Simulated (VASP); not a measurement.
Set up this calculation in VASP 6.6.1, as the native input.

* Task: single point
* Functional: PBE
* Potentials or basis: VASP PAW PBE potentials, release 64 (Sn_d, Se)
* Cutoff: 520 eV
* k mesh: 8 × 8 × 4
* Occupations: gaussian, width 0.02 eV
* Spin: no spin polarisation
* Dipole correction: no
* Further INCAR settings: ALGO = Normal; EDIFF = 1e-07; NBANDS = 20

The structure of SnSe2 lies in POSCAR:

```
SnSe2
1.0
    3.8643087379      0.0031634575     -0.0026541122
    1.9295292515      3.3491344515      0.0267750827
    1.8669384677      0.6883135468      7.1976864141
Sn Se
1 2
Direct
    0.0000000000      0.0000000000      0.0000000000
    0.7488909208      0.7160106914      0.7780373509
    0.2511090792      0.2839893086      0.2219626491
```

One way to write it, as run:

INCAR

```
SYSTEM = SnSe2
ALGO = Normal
EDIFF = 1E-7
ENCUT = 520
GGA = PE
ISIF = 2
ISMEAR = 0
LASPH = .TRUE.
LCHARG = .TRUE.
LELF = .TRUE.
LREAL = .FALSE.
LVHAR = .TRUE.
LWAVE = .FALSE.
NBANDS = 20
NELM = 80
PREC = Accurate
SIGMA = 0.02
```

KPOINTS

```
k-points
0
G
  8 8 4
  0 0 0
```

Potentials or basis: VASP PAW PBE potentials, release 64 (Sn_d, Se).

Run with:

```console
$ cat potpaw_PBE.64/Sn_d/POTCAR potpaw_PBE.64/Se/POTCAR > POTCAR
$ mpirun -np 1 vasp_std > vasp.out
```

Results of the run:

```yaml
Pressure: 0.2 GPa
Largest_force: 0.005 eV/Å
Band_gap_on_the_k_mesh: 0.60 eV (least direct gap 0.91 eV)
```

Caveat: spin-orbit coupling is left out, which moves the levels of the heavy elements.

It took 5.7 min on 1 thread of Intel Xeon 8259CL (shared host), peak memory 0.38 GiB.
